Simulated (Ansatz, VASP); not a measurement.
**Ge3Pt: VASP beside Ansatz**

```
Ge Pt
1.0
     5.23291    0.00000    0.00000
     0.00000    5.23291    0.00000
     0.00000    0.00000    5.23291
Ge Pt
6 2
Cartesian
  1.3082 0.0000 2.6165
  2.6165 3.9247 0.0000
  3.9247 0.0000 2.6165
  2.6165 1.3082 0.0000
  0.0000 2.6165 3.9247
  0.0000 2.6165 1.3082
  0.0000 0.0000 0.0000
  2.6165 2.6165 2.6165
```

Change from the starting cell: species swapped into the V3Sn type (Pm-3n, No. 223).

Alike in both runs: functional PBE; k mesh 4 × 4 × 4; occupations gaussian, width 0.1 eV; no spin polarisation.

Ansatz relaxed the structure, and its values are those at the end. VASP's run is a single point on that final structure, the one shown.

|  | VASP | Ansatz |
| --- | --- | --- |
| version | VASP 6.6.1 | Ansatz 0.2.0 |
| potentials or method | VASP PAW PBE potentials, release 64 (Ge_d, Pt), cutoff 520 eV | scalar-relativistic, plane waves, PAW |
| valence electrons in the cell | 104 | 120 |

Ansatz gave:

| Quantity | Value |
| --- | --- |
| gap on the k mesh at the Fermi level (eV) | none |
| pressure (GPa) | 0.1 |

Task: Estimate VASP's values.

Result: gap on the k mesh at the Fermi level (eV): none; pressure (GPa): 0.0.

A gap of «none» marks a metal or a gap that the smearing closes. The functional is the same, so the differences come from potentials, cutoffs and numerics. VASP's potentials hold 104 valence electrons a cell and Ansatz's 120, so a difference there can come from the potentials and not from the codes.

Spin-orbit coupling is off throughout.
